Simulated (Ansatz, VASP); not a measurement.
**Ni in VASP and in Ansatz**

The input INCAR:

```
SYSTEM = Ni
PREC = Accurate
ENCUT = 520
EDIFF = 1E-7
ISMEAR = 0
SIGMA = 0.05
LREAL = .FALSE.
LASPH = .TRUE.
NELM = 150
ALGO = Fast
ISIF = 2
LWAVE = .FALSE.
LCHARG = .FALSE.
ISPIN = 2
MAGMOM = 0.8 -0.8
LORBIT = 11
LMAXMIX = 4
GGA = PE
NBANDS = 21
```

The input KPOINTS:

```
regular mesh
0
G
  20 20 10
  0 0 0
```

POSCAR

```
Ni
1.0
    0.0000000000      1.7591346716      1.7591346716
    1.7591346716      0.0000000000      1.7591346716
    3.5182693432      3.5182693432      0.0000000000
Ni
2
Direct
    0.0000000000      0.0000000000      0.0000000000
    0.0000000000      0.0000000000      0.5000000000
```

Input for Ansatz:

```yaml
crystal:
  lattice:
    - [0.0, 1.7591346696, 1.7591346696]
    - [1.7591346696, 0.0, 1.7591346696]
    - [3.5182693392, 3.5182693392, 0.0]
  atoms:
    - { symbol: Ni, position: [0.0, 0.0, 0.0], spin: 0.8 }
    - { symbol: Ni, position: [0.0, 0.0, 0.5], spin: -0.8 }
basis:
  ecutwfc: 420
  ecutrho_ratio: 4
kpoints:
  mp_grid: { grid: [20, 20, 10] }
hamiltonian:
  xc: pbe
scf:
  occupations: { method: gaussian, width: 0.05 }
output:
  forces: true
  stress: true
  eigenvalues: true
  populations: true
magnetization:
  spin_polarized: true
```

Alike in both runs: task single point; functional PBE; k mesh 20 × 20 × 10; occupations gaussian, width 0.05 eV; collinear spin.

|  | VASP | Ansatz |
| --- | --- | --- |
| version | VASP 6.6.1 | Ansatz 0.2.0 |
| potentials or method | VASP PAW PBE potentials, release 64 (Ni), cutoff 520 eV | scalar-relativistic, plane waves, PAW |
| valence electrons in the cell | 20 | 36 |

|  | VASP | Ansatz | Ansatz less VASP |
| --- | --- | --- | --- |
| gap on the k mesh at the Fermi level (eV) | none | none | - |
| pressure (GPa) | -0.8 | 0.0 | +0.84 |
| traceless stress, the component that is largest in VASP (GPa) | 0.31 | 0.00 | -0.310 |
| net moment per atom (μB) | 0.00 | 0.64 | +0.643 |
| size of the moment on the site where the two differ most (μB) | 0.29 | 0.68 | +0.394 |

The net moments are unlike, so the other rows may belong to different states. Site moments also hang on the region over which each program counts them. A gap of «none» marks a metal or a gap that the smearing closes. VASP's potentials hold 20 valence electrons a cell and Ansatz's 36, so a difference there can come from the potentials and not from the codes. Ansatz's warnings: look outside group, seeded moment not kept.
